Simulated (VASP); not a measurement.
# Al (Fm-3m) in VASP: notebook

The runs below take Al through single point, with r2SCAN.

All numbers are computed with VASP 6.6.1; they aren't measurements. Logs are shortened: lines on timing, memory, paths and dates and some standing lists are left out, and cuts for length are marked.

**1. The cell of the first run**

Symmetry: Fm-3m, No. 225, cubic system. Conventional cell: a = 3.992 Å, b = 3.992 Å, c = 3.992 Å, α = 90.00°, β = 90.00°, γ = 90.00°. Within 3.7 Å of Al (site symmetry m-3m) lie 12 Al at 2.82 Å.

**2. Single point, r2SCAN**

POSCAR

```
Al
1.0
    0.0000000000      1.9960030759      1.9960030759
    1.9960030759      0.0000000000      1.9960030759
    1.9960030759      1.9960030759      0.0000000000
Al
1
Direct
    0.0000000000      0.0000000000      0.0000000000
```

INCAR.step1

```
SYSTEM = Al
ALGO = Normal ; EDIFF = 1E-4
ENCUT = 520 ; GGA = PE
ISMEAR = 0 ; LASPH = .TRUE.
LCHARG = .FALSE. ; LREAL = .FALSE.
LWAVE = .TRUE. ; NBANDS = 8
NELM = 60 ; PREC = Accurate
SIGMA = 0.1
```

INCAR.step2

```
SYSTEM = Al
ALGO = Normal ; EDIFF = 1E-7
ENCUT = 520 ; ISIF = 2
ISMEAR = 0 ; ISTART = 1
LASPH = .TRUE. ; LCHARG = .FALSE.
LMIXTAU = .TRUE. ; LREAL = .FALSE.
LWAVE = .FALSE. ; METAGGA = R2SCAN
NBANDS = 8 ; NELM = 60
PREC = Accurate ; SIGMA = 0.1
```

KPOINTS

```
k-points
0
G
  18 18 18
  0 0 0
```

Potentials or basis: VASP PAW PBE potentials, release 64 (Al).

Launch:

```
$ cat potpaw_PBE.64/Al/POTCAR > POTCAR
$ cp INCAR.step1 INCAR
$ mpirun -np 1 vasp_std > vasp.out
$ cp INCAR.step2 INCAR
$ mpirun -np 1 vasp_std > vasp.out
```

OUTCAR:

```text
SYSTEM = Al
   EDIFF = 1E-7
   ENCUT = 520
   ISIF = 2
   ISMEAR = 0
   ISTART = 1
   LASPH = .TRUE.
   LREAL = .FALSE.
   METAGGA = R2SCAN
   NELM = 60
   PREC = Accurate

 ion  position               nearest neighbor table
   1  0.000  0.000  0.000-

  LATTYP: Found a face centered cubic cell.
 ALAT       =     3.9920061518

  Lattice vectors:

 A1 = (   0.0000000000,   1.9960030759,   1.9960030759)
 A2 = (   1.9960030759,   0.0000000000,   1.9960030759)
 A3 = (   1.9960030759,   1.9960030759,   0.0000000000)

Analysis of symmetry for initial positions (statically):
=====================================================================
 Subroutine PRICEL returns:
 Original cell was already a primitive cell.

 Routine SETGRP: Setting up the symmetry group for a
 face centered cubic supercell.

 Subroutine GETGRP returns: Found 48 space group operations
 (whereof 48 operations were pure point group operations)
 out of a pool of 48 trial point group operations.

The static configuration has the point symmetry O_h .

Analysis of symmetry for dynamics (positions and initial velocities):
=====================================================================
 Subroutine PRICEL returns:
 Original cell was already a primitive cell.

 Routine SETGRP: Setting up the symmetry group for a
 face centered cubic supercell.

 Subroutine GETGRP returns: Found 48 space group operations
 (whereof 48 operations were pure point group operations)
 out of a pool of 48 trial point group operations.

The dynamic configuration has the point symmetry O_h .

 Subroutine INISYM returns: Found 48 space group operations
 (whereof 48 operations are pure point group operations),
 and found     1 'primitive' translations

----------------------------------------------------------------------------------------

                                     Primitive cell

  volume of cell :      15.9043

  direct lattice vectors                    reciprocal lattice vectors
     0.000000000  1.996003076  1.996003076    -0.250500616  0.250500616  0.250500616
     1.996003076  0.000000000  1.996003076     0.250500616 -0.250500616  0.250500616
     1.996003076  1.996003076  0.000000000     0.250500616  0.250500616 -0.250500616

  length of vectors
     2.822774620  2.822774620  2.822774620     0.433879794  0.433879794  0.433879794

  position of ions in fractional coordinates (direct lattice)
     0.000000000  0.000000000  0.000000000

  ion indices of the primitive-cell ions
   primitive index   ion index
                 1           1

----------------------------------------------------------------------------------------

 KPOINTS: k-points

Automatic generation of k-mesh.
 Grid dimensions read from file:
 generate k-points for:   18   18   18

 Generating k-lattice:

  Cartesian coordinates                     Fractional coordinates (reciprocal lattice)
    -0.013916701  0.013916701  0.013916701     0.055555556  0.000000000  0.000000000
     0.013916701 -0.013916701  0.013916701     0.000000000  0.055555556  0.000000000
     0.013916701  0.013916701 -0.013916701     0.000000000  0.000000000  0.055555556

  Length of vectors
     0.024104433  0.024104433  0.024104433

  Shift w.r.t. Gamma in fractional coordinates (k-lattice)
     0.000000000  0.000000000  0.000000000

 Subroutine IBZKPT returns following result:
 ===========================================

 Found    195 irreducible k-points:

 Following reciprocal coordinates:
            Coordinates               Weight
  0.000000  0.000000  0.000000      1.000000
  0.055556  0.000000  0.000000      8.000000
  0.111111  0.000000  0.000000      8.000000
  0.166667  0.000000  0.000000      8.000000
  0.222222  0.000000  0.000000      8.000000
  0.277778  0.000000  0.000000      8.000000
[... 16 lines left out ...]
 -0.277778  0.055556  0.000000     24.000000
 -0.222222  0.055556  0.000000     24.000000
 [... further k-points ...]
   k-points           NKPTS =    195   k-points in BZ     NKDIM =    195   number of bands    NBANDS=      8
   number of dos      NEDOS =    301   number of ions     NIONS =      1
   total plane-waves  NPLWV =  13824
   dimension x,y,z NGX =    24 NGY =   24 NGZ =   24
   dimension x,y,z NGXF=    48 NGYF=   48 NGZF=   48
   ions per type =               1
   NGX,Y,Z   is equivalent  to a cutoff of  14.13, 14.13, 14.13 a.u.
   NGXF,Y,Z  is equivalent  to a cutoff of  28.27, 28.27, 28.27 a.u.
 SYSTEM =  Al
   PREC   = accura    normal or accurate (medium, high low for compatibility)
   ISTART =      1    job   : 0-new  1-cont  2-samecut
   ICHARG =      0    charge: 1-file 2-atom 10-const
   ISPIN  =      1    spin polarized calculation?
   LNONCOLLINEAR =      F non collinear calculations
   LSORBIT =      F    spin-orbit coupling
   LASPH  =      T    aspherical Exc in radial PAW
   ENCUT  =  520.0 eV  38.22 Ry    6.18 a.u.   5.25  5.25  5.25*2*pi/ulx,y,z
   NELM   =     60;   NELMIN=  2; NELMDL=  0     # of ELM steps
   EDIFF  = 0.1E-06   stopping-criterion for ELM
   LREAL  =      F    real-space projection
   EDIFFG = 0.1E-05   stopping-criterion for IOM
   NSW    =      0    number of steps for IOM
   IBRION =     -1    ionic relax: 0-MD 1-quasi-New 2-CG
   NFREE  =      0    steps in history (QN), initial steepest desc. (CG)
   ISIF   =      2    stress and relaxation
   ISYM   =      2    0-nonsym 1-usesym 2-fastsym
   POTIM  = 0.5000    time-step for ionic-motion
   TEBEG  =    0.0;   TEEND  =   0.0 temperature during run
   PSTRESS=    0.0 pullay stress
   NELECT =       3.0000    total number of electrons
   NUPDOWN=      -1.0000    fix difference up-down
   EMIN   =  10.00;   EMAX   =-10.00  energy-range for DOS
   EFERMI =   0.00;   METHOD = LEGACY
   ISMEAR =     0;   SIGMA  =   0.10  broadening in eV -4-tet -1-fermi 0-gaus
   EFERMI_NEDOS =   21; number of points for ismear=-14 and -15
   IALGO  =     38    algorithm
   IMIX   =      4    mixing-type and parameters
     AMIX     =   0.40;   BMIX     =  1.00
     AMIX_MAG =   1.60;   BMIX_MAG =  1.00
  volume/ion in A,a.u.               =      15.90       107.33
  Fermi-wavevector in a.u.,A,eV,Ry     =   0.938881  1.774228 11.993511  0.881498
  Thomas-Fermi vector in A             =   2.066138
   LORBIT       =      0    0 simple, 1 ext, 2 COOP (PROOUT), +10 PAW based schemes
   METAGGA = R2SCAN    functional components
   LHFCALC =     F    Hartree Fock is set to
   AEXX    =    0.0000 exact exchange contribution
   IVDW    =     0    specifies the selected vdW correction
   LEPSILON=     F    determine dielectric tensor
   LRPA    =     F    only Hartree local field effects (RPA)
 non-spin polarized calculation
 Gauss-broadening in eV      SIGMA  =   0.10
  energy-cutoff  :      520.00
  volume of cell :       15.90
 maximum number of plane-waves:       444
 NGX is ok and might be reduce to    24
   NGX = 11   NGY = 11   NGZ = 11

 number of electron       3.0000000 magnetization

 Free energy of the ion-electron system (eV)
  ---------------------------------------------------
  ext. energy  EPLUGINS =         0.00000000
  ---------------------------------------------------
  free energy    TOTEN  =        -6.73697428 eV

  energy without entropy =       -6.73443136  energy(sigma->0) =       -6.73570282

 E-fermi :   8.4084     XC(G=0): -11.0432

 val. band max:        8.3942588907   @ k =  -0.3333   0.4444   0.1111
 cond. band min:       8.4440885936   @ k =  -0.3333   0.3889   0.0556
 fundamental gap:      0.0498297029
 Fermi energy:         8.4083812175

 k-point     1 :       0.0000    0.0000    0.0000
  band No.  band energies     occupation
      1      -3.6959      2.00000
      2      21.9367      0.00000
      3      21.9367      0.00000
      4      21.9367      0.00000
      5      24.1395      0.00000
      6      24.1395      0.00000
      7      24.1395      0.00000
      8      26.0358      0.00000

 k-point     2 :       0.0556    0.0000    0.0000
  band No.  band energies     occupation
      1      -3.6046      2.00000
      2      20.4059      0.00000
      3      21.6805      0.00000
      4      21.6805      0.00000
      5      24.5418      0.00000
      6      24.5418      0.00000
      7      24.5931      0.00000
      8      27.0464      0.00000

 k-point     3 :       0.1111    0.0000    0.0000
  band No.  band energies     occupation
      1      -3.3310      2.00000
      2      18.0241      0.00000
      3      21.2016      0.00000
      4      21.2016      0.00000
      5      24.5666      0.00000
      6      25.4382      0.00000
      7      25.4382      0.00000
      8      27.7677      0.00000

 k-point     4 :       0.1667    0.0000    0.0000
  band No.  band energies     occupation
      1      -2.8761      2.00000
      2      15.6076      0.00000
      3      20.7569      0.00000
      4      20.7569      0.00000
      5      24.3528      0.00000
      6      26.0691      0.00000
      7      26.0691      0.00000
      8      27.0576      0.00000

 k-point     5 :       0.2222    0.0000    0.0000
  band No.  band energies     occupation
      1      -2.2417      2.00000
      2      13.2690      0.00000
      3      20.4219      0.00000
      4      20.4219      0.00000
      5      24.1445      0.00000
      6      25.0730      0.00000
      7      25.0730      0.00000
      8      28.2104      0.00000

 k-point     6 :       0.2778    0.0000    0.0000
  band No.  band energies     occupation
      1      -1.4303      2.00000
      2      11.0446      0.00000
      3      20.2196      0.00000
      4      20.2196      0.00000
      5      23.9767      0.00000
      6      23.9767      0.00000
      7      24.0181      0.00000
      8      28.3270      0.00000

 k-point     7 :       0.3333    0.0000    0.0000
  band No.  band energies     occupation
      1      -0.4452      2.00000
      2       8.9524      0.00000
      3      20.1580      0.00000
      4      20.1580      0.00000
      5      22.9984      0.00000
      6      22.9984      0.00000
      7      24.0125      0.00000
      8      27.3299      0.00000
[... 133 lines left out ...]
 k-point    20 :      -0.4444    0.0556    0.0000
  band No.  band energies     occupation
      1       2.5661      2.00000
      2       4.7341      2.00000
      3      18.7665      0.00000
      4      20.0403      0.00000
      5      21.6559      0.00000
      6      21.9661      0.00000
      7      25.2984      0.00000
      8      26.4140      0.00000

 k-point    21 :      -0.3889    0.0556    0.0000
  band No.  band energies     occupation
      1       1.2084      2.00000
      2       6.4625      2.00000
      3      18.4818      0.00000
      4      20.6760      0.00000
      5      21.6841      0.00000
      6      22.3072      0.00000
      7      24.9624      0.00000
      8      27.0877      0.00000

 k-point    22 :      -0.3333    0.0556    0.0000
  band No.  band energies     occupation
      1       0.0001      2.00000
      2       8.3578      1.52540
      3      18.3499      0.00000
      4      21.3506      0.00000
      5      21.6630      0.00000
      6      23.1053      0.00000
      7      24.7716      0.00000
      8      27.8939      0.00000

 k-point    23 :      -0.2778    0.0556    0.0000
  band No.  band energies     occupation
      1      -1.0414      2.00000
      2      10.3990      0.00000
      3      18.3718      0.00000
      4      21.4818      0.00000
      5      22.4781      0.00000
      6      24.0234      0.00000
      7      24.7434      0.00000
      8      28.7519      0.00000

 k-point    24 :      -0.2222    0.0556    0.0000
  band No.  band energies     occupation
      1      -1.9106      2.00000
      2      12.5730      0.00000
      3      18.5475      0.00000
      4      21.6228      0.00000
      5      23.5569      0.00000
      6      24.6905      0.00000
      7      25.2138      0.00000
      8      27.5594      0.00000

 [... further k-points ...]

------------------------ aborting loop because EDIFF is reached ----------------------------------------

  FORCE on cell =-STRESS in cart. coord.  units (eV):
  Direction    XX          YY          ZZ          XY          YZ          ZX
  --------------------------------------------------------------------------------------
  -------------------------------------------------------------------------------------
  Total       -0.0325427     -0.0325427     -0.0325427      0.0000000      0.0000000      0.0000000
  in kB       -3.2783102     -3.2783102     -3.2783102      0.0000000      0.0000000      0.0000000
  external PRESSURE =      -3.2783102 kB  Pullay stress =       0.0000000 kB

 VOLUME and BASIS-vectors are now :
 -----------------------------------------------------------------------------
  energy-cutoff  :      520.00
  volume of cell :       15.90
      direct lattice vectors                 reciprocal lattice vectors
     0.000000000  1.996003076  1.996003076    -0.250500616  0.250500616  0.250500616
     1.996003076  0.000000000  1.996003076     0.250500616 -0.250500616  0.250500616
     1.996003076  1.996003076  0.000000000     0.250500616  0.250500616 -0.250500616

 POSITION                                       TOTAL-FORCE (eV/Angst)
 -----------------------------------------------------------------------------------
      0.00000      0.00000      0.00000         0.000000      0.000000      0.000000
 -----------------------------------------------------------------------------------
    total drift:                                0.000000     -0.000000     -0.000000

  FREE ENERGIE OF THE ION-ELECTRON SYSTEM (eV)
  ---------------------------------------------------
  free  energy   TOTEN  =        -6.7369742827 eV

  energy  without entropy=       -6.7344313577  energy(sigma->0) =       -6.73570282
```

It took 73 s on 1 thread of Intel Xeon 8259CL, shared host; peak memory 0.15 GiB.

What came out:

* Free energy: -6.7370 eV
* Pressure: -0.3 GPa
* Band gap on the k mesh: zero (an odd number of electrons rules out a gap without spin polarisation)

Levels at points of the mesh, in eV from the Fermi level:
```csv
k point,band 1,band 2,band 3,band 4
"(0.00, 0.00, 0.00)",-12.10,13.53,13.53,13.53
"(0.50, 0.00, 0.00)",-5.15,-4.59,12.25,12.25
"(0.50, 0.50, 0.00)",-3.25,-1.67,5.47,6.18
```

Caveat: the PAW data sets were made with another functional, which shifts forces and pressure a little.

(Part 1 of 2 ends here.)
